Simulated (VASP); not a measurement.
A run of VASP 6.6.1 is set up as follows.

Contents of INCAR:

```
PREC = Accurate
ENCUT = 520
EDIFF = 1E-8
ISMEAR = -1
SIGMA = 0.05
LREAL = False
LASPH = True
NELM = 150
ALGO = Normal
ISIF = 2
LWAVE = False
LCHARG = False
ISPIN = 2
MAGMOM = 1.5
LORBIT = 11
LMAXMIX = 4
GGA = PE
LEFG = True
NBANDS = 15
```

Contents of KPOINTS:

```
Automatic mesh
0
Gamma
  18 18 18
```

File POSCAR:

```
Ni
1.0
    0.0000000000      1.7796586194      1.7796586194
    1.7796586194      0.0000000000      1.7796586194
    1.7796586194      1.7796586194      0.0000000000
Ni
1
Direct
    0.0000000000      0.0000000000      0.0000000000
```

Potentials or basis: VASP PAW PBE potentials, release 64 (Ni).

The run is started by

```sh
$ cat potpaw_PBE.64/Ni/POTCAR > POTCAR
$ mpirun -np 1 vasp_std > vasp.out
```

Q: Estimate the pressure.

A: -6.3 GPa.

Q: What does it give for the net moment?

A: 0.62 μB per cell.

Q: What does it give for the site moments?

A: Ni +0.64 μB.

Caveat: without QUAD_EFG the Cq values of the log hold for a quadrupole moment of 1 mb, not for the nuclei.
